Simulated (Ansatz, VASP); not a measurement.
One calculation of CdI2, two programs

```
I Cd
1.0
     4.24333    0.00000    0.00000
    -2.12166    3.67483    0.00000
     0.00000    0.00000   30.72000
I Cd
2 1
Direct
  0.33333 0.66667 0.22762
  0.66667 0.33333 0.34074
  0.00000 0.00000 0.28418
```

Alike in both runs: functional PBE; dispersion D3(BJ); k mesh 12 × 12 × 1; occupations gaussian, width 0.03 eV; no spin polarisation.

Ansatz relaxed the structure, and its values are those at the end. VASP's run is a single point on that final structure, the one shown.

|  | VASP | Ansatz |
| --- | --- | --- |
| version | VASP 6.6.1 | Ansatz 0.2.0 |
| potentials or method | VASP PAW PBE potentials, release 64 (I, Cd), cutoff 400 eV | scalar-relativistic, plane waves, PAW |
| valence electrons in the cell | 26 | 54 |

```tsv
	VASP	Ansatz	Ansatz less VASP
gap on the k mesh at the Fermi level (eV)	2.44	2.44	+0.008
least direct gap on the mesh (eV)	2.66	2.67	+0.007
rms of the force components (eV/Å)	0.009	0.000	-0.0089
```

VASP's potentials hold 26 valence electrons a cell and Ansatz's 54, so a difference there can come from the potentials and not from the codes. Ansatz's warnings: slab cell height set, structure snapped to symmetry.

Spin-orbit coupling is off throughout.
